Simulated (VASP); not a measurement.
# Sn (Cmce) in VASP: further runs, part 2 of 2

VASP 6.6.1. Earlier steps stand in the parts before.

### 5 Relaxation of cell and atoms, PBEsol

This run uses another cell than the first one, of 37.35 Å³/atom, 1.004 times its volume.

INCAR

```
ALGO = Fast ; EDIFF = 1E-7
EDIFFG = -0.04 ; ENCUT = 600
GGA = PS ; IBRION = 2
ISIF = 3 ; ISMEAR = 0
LASPH = T ; LCHARG = F
LREAL = F ; LWAVE = F
NELM = 100 ; NSW = 90
PREC = Accurate ; SIGMA = 0.1
```

KPOINTS

```
k-points
0
Gamma
  4 4 4
```

POSCAR

```
Sn
1.0
    2.8023520570     -4.7494670463      0.0000000000
    2.8023520570      4.7494670463      0.0000000000
    0.0000000000      0.0000000000      5.6121593260
Sn
4
Direct
    0.1525000000      0.8475000000      0.0785000000
    0.6525000000      0.3475000000      0.4215000000
    0.8475000000      0.1525000000      0.9215000000
    0.3475000000      0.6525000000      0.5785000000
```

Potentials or basis: VASP PAW PBE potentials, release 64 (Sn_d).

Launch:

```console
$ cat potpaw_PBE.64/Sn_d/POTCAR > POTCAR
$ mpirun -np 1 vasp_std > vasp.out
```

OUTCAR:

```text
EDIFF = 1E-7
   EDIFFG = -0.04
   ENCUT = 600
   GGA = PS
   IBRION = 2
   ISIF = 3
   ISMEAR = 0
   LASPH = T
   LREAL = F
   NELM = 100
   NSW = 90
   PREC = Accurate

 ion  position               nearest neighbor table
   1  0.153  0.847  0.078-   3 3.03   4 3.36   4 3.36   2 3.40   2 3.40   3 3.47   3 3.47
   2  0.653  0.347  0.422-   4 3.03   3 3.36   3 3.36   1 3.40   1 3.40   4 3.47   4 3.47
   3  0.847  0.153  0.922-   1 3.03   2 3.36   2 3.36   4 3.40   4 3.40   1 3.47   1 3.47
   4  0.347  0.653  0.578-   2 3.03   1 3.36   1 3.36   3 3.40   3 3.40   2 3.47   2 3.47

  LATTYP: Found a base centered orthorhombic cell.
 ALAT       =     5.6047041140
 B/A-ratio  =     1.6948145521
 C/A-ratio  =     1.0013301705

  Lattice vectors:

 A1 = (   2.8023520570,  -4.7494670463,   0.0000000000)
 A2 = (   2.8023520570,   4.7494670463,   0.0000000000)
 A3 = (   0.0000000000,   0.0000000000,   5.6121593260)

Analysis of symmetry for initial positions (statically):
=====================================================================
 Subroutine PRICEL returns:
 Original cell was already a primitive cell.

 Routine SETGRP: Setting up the symmetry group for a
 base centered orthorhombic supercell.

 Subroutine GETGRP returns: Found  8 space group operations
 (whereof  4 operations were pure point group operations)
 out of a pool of  8 trial point group operations.

The static configuration has the point symmetry C_2h.
 The point group associated with its full space group is D_2h.

Analysis of symmetry for dynamics (positions and initial velocities):
=====================================================================
 Subroutine PRICEL returns:
 Original cell was already a primitive cell.

 Routine SETGRP: Setting up the symmetry group for a
 base centered orthorhombic supercell.

 Subroutine GETGRP returns: Found  8 space group operations
 (whereof  4 operations were pure point group operations)
 out of a pool of  8 trial point group operations.

The dynamic configuration has the point symmetry C_2h.
 The point group associated with its full space group is D_2h.

 Subroutine INISYM returns: Found  8 space group operations
 (whereof  4 operations are pure point group operations),
 and found     1 'primitive' translations

[... 116 lines left out ...]
  Fermi-wavevector in a.u.,A,eV,Ry     =   1.180398  2.230628 18.957521  1.393339
  Thomas-Fermi vector in A             =   2.316691
   LORBIT       =      0    0 simple, 1 ext, 2 COOP (PROOUT), +10 PAW based schemes
   GGA     = PS    functional components
   LHFCALC =     F    Hartree Fock is set to
   AEXX    =    0.0000 exact exchange contribution
   IVDW    =     0    specifies the selected vdW correction
   LEPSILON=     F    determine dielectric tensor
   LRPA    =     F    only Hartree local field effects (RPA)
 conjugate gradient relaxation of ions
 non-spin polarized calculation
 RMM-DIIS sequential band-by-band and
 Gauss-broadening in eV      SIGMA  =   0.10
  energy-cutoff  :      600.00
  volume of cell :      149.39
 maximum number of plane-waves:      5016
 NGX is ok and might be reduce to    48
   NGX = 23   NGY = 23   NGZ = 23

--------------------------------------- Ionic step        1  -------------------------------------------

 number of electron      56.0000013 magnetization

 Free energy of the ion-electron system (eV)
  ---------------------------------------------------
  ext. energy  EPLUGINS =         0.00000000
  ---------------------------------------------------
  free energy    TOTEN  =       -15.95357176 eV

  energy without entropy =      -15.94248418  energy(sigma->0) =      -15.94802797

 E-fermi :   4.6913     XC(G=0):  -8.9057

 val. band max:        4.6678792618   @ k =   0.0000   0.0000   0.5000
 cond. band min:       4.7329379801   @ k =   0.2500   0.2500   0.5000
 fundamental gap:      0.0650587183
 Fermi energy:         4.6913169253

 k-point     1 :       0.0000    0.0000    0.0000
  band No.  band energies     occupation
      1     -16.8120      2.00000
      2     -16.8024      2.00000
      3     -16.7844      2.00000
      4     -16.7822      2.00000
      5     -16.7579      2.00000
      6     -16.7415      2.00000
[... 852 lines left out ...]
  FREE ENERGIE OF THE ION-ELECTRON SYSTEM (eV)
  ---------------------------------------------------
  free  energy   TOTEN  =       -16.5406962275 eV

  energy  without entropy=      -16.5338198287  energy(sigma->0) =      -16.53725803

[... ionic steps 4 to 13 ...]

--------------------------------------- Ionic step       14  -------------------------------------------

 number of electron      56.0000000 magnetization

------------------------ aborting loop because EDIFF is reached ----------------------------------------
[... 71 lines left out ...]
--------------------------------------- Ionic step       16  -------------------------------------------

 number of electron      56.0000000 magnetization

 Free energy of the ion-electron system (eV)
  ---------------------------------------------------
  ext. energy  EPLUGINS =         0.00000000
  ---------------------------------------------------
  free energy    TOTEN  =       -16.59188581 eV

  energy without entropy =      -16.58525574  energy(sigma->0) =      -16.58857077

 E-fermi :   6.3909     XC(G=0):  -9.6746

 val. band max:        6.1778352991   @ k =   0.5000   0.2500   0.0000
 cond. band min:       6.4469716931   @ k =   0.2500   0.0000   0.0000
 fundamental gap:      0.2691363940
 Fermi energy:         6.3908652859

 k-point     1 :       0.0000    0.0000    0.0000
  band No.  band energies     occupation
      1     -15.1260      2.00000
      2     -15.1183      2.00000
      3     -15.1164      2.00000
      4     -15.1090      2.00000
      5     -15.0724      2.00000
      6     -15.0579      2.00000
[... 776 lines left out ...]
  FREE ENERGIE OF THE ION-ELECTRON SYSTEM (eV)
  ---------------------------------------------------
  free  energy   TOTEN  =       -16.5918858076 eV

  energy  without entropy=      -16.5852557392  energy(sigma->0) =      -16.58857077

 reached required accuracy - stopping structural energy minimisation
```

It took 31 min on 1 thread of Intel Xeon Platinum 8488C (Sapphire Rapids), shared host; peak memory 0.39 GiB.

What came out:

```yaml
Free_energy: -16.5919 eV
Relaxed_volume: 31.20 Å³/atom
Relaxed_cell: a = 5.152 Å, b = 5.152 Å, c = 5.291 Å, α = 90.00°, β = 90.00°, γ = 117.31°
Space_group_after_relaxing_to_0.05_Å: Cmce (No. 64)
Energy_gained_by_relaxing: 159.6 meV/atom
Ionic_steps: 16
Pressure_after_relaxing: -0.1 GPa
Largest_force_after_relaxing: 0.010 eV/Å
Band_gap_on_the_k_mesh: zero (band 28 reaches 7.14 eV, above the bottom of band 29 at 5.62 eV)
```

Forces in eV/Å, atoms in the order of the input:
```
Sn   0.000 -0.007  0.007
Sn   0.000 -0.007 -0.007
Sn   0.000  0.007 -0.007
Sn   0.000  0.007  0.007
```

Stress tensor (GPa, compression positive):
```
 0.01  0.00  0.00
 0.00 -0.19  0.00
 0.00  0.00 -0.03
```

The path:
| step | energy change (eV) | largest force (eV/Å) | pressure (GPa) | volume (Å³) |
| --- | --- | --- | --- | --- |
| 1 | 0.0000 | 0.6356 | -5.50 | 149.39 |
| 2 | -0.5871 | 0.3421 | 0.36 | 123.36 |
| 3 | -0.5871 | 0.3454 | 0.30 | 123.45 |
| 4 | -0.6086 | 0.1499 | 0.26 | 123.89 |
| 5 | -0.6135 | 0.0838 | 0.24 | 124.21 |
| 6 | -0.6183 | 0.0827 | -0.19 | 125.23 |
| 7 | -0.6194 | 0.0921 | -0.50 | 126.04 |
| 8 | -0.6220 | 0.0955 | -0.44 | 125.88 |
| 9 | -0.6246 | 0.1033 | -0.34 | 125.58 |
| 10 | -0.6235 | 0.1184 | -0.11 | 124.97 |
| 11 | -0.6251 | 0.1107 | -0.26 | 125.34 |
| 12 | -0.6300 | 0.0834 | 0.02 | 124.57 |
| 13 | -0.6329 | 0.0535 | 0.51 | 123.32 |
| 14 | -0.6369 | 0.0282 | 0.24 | 124.06 |
| 15 | -0.6375 | 0.0224 | 0.07 | 124.49 |
| 16 | -0.6383 | 0.0103 | -0.07 | 124.80 |

Final structure:
```xyz
4
Lattice="2.6801 -4.4006 0.0000 2.6801 4.4006 0.0000 0.0000 0.0000 5.2910" Properties=species:S:1:pos:R:3 pbc="T T T"
Sn    2.6801    2.9960    0.5033
Sn    2.6801   -1.4046    2.1422
Sn    2.6801   -2.9960    4.7877
Sn    2.6801    1.4046    3.1488
```

Caveat: the volume moved by over 15 % at a fixed basis, so the end points are rough; the PAW data sets were made with another functional, which shifts forces and pressure a little; spin-orbit coupling is left out, which moves the levels of the heavy elements.

### 6 The runs side by side

```tsv
task	cell	k mesh	cutoff (eV)	gap on the mesh (eV)	pressure (GPa)	largest force (eV/Å)
single point	a = 4.158, b = 4.158, c = 9.352 Å, angles 90.0, 90.0, 66.9°, 4 atoms	6 × 6 × 2	520	none	-2.5	2.71
single point	a = 5.515, b = 5.515, c = 5.612 Å, angles 90.0, 90.0, 118.9°, 4 atoms	4 × 4 × 4	520	none	-5.4	0.64
single point	a = 5.138, b = 5.138, c = 5.314 Å, angles 90.0, 90.0, 117.2°, 4 atoms	4 × 4 × 4	520	none	-0.1	0.02
relaxation of cell and atoms	relaxed from a = 5.515, b = 5.515, c = 5.612 Å, angles 90.0, 90.0, 118.9°, 4 atoms	4 × 4 × 4	600	none	-0.1	0.01
```

Alike in all rows: level PBEsol; potentials or basis VASP PAW PBE potentials, release 64 (Sn_d); no spin polarisation; smearing gaussian 0.1 eV.

Caveats: the PAW data sets were made with another functional, which shifts forces and pressure a little; spin-orbit coupling is left out, which moves the levels of the heavy elements; the volume moved by over 15 % at a fixed basis, so the end points are rough (some runs).

Total energies depend on the potentials used, so only differences within one code and one set of settings carry meaning.
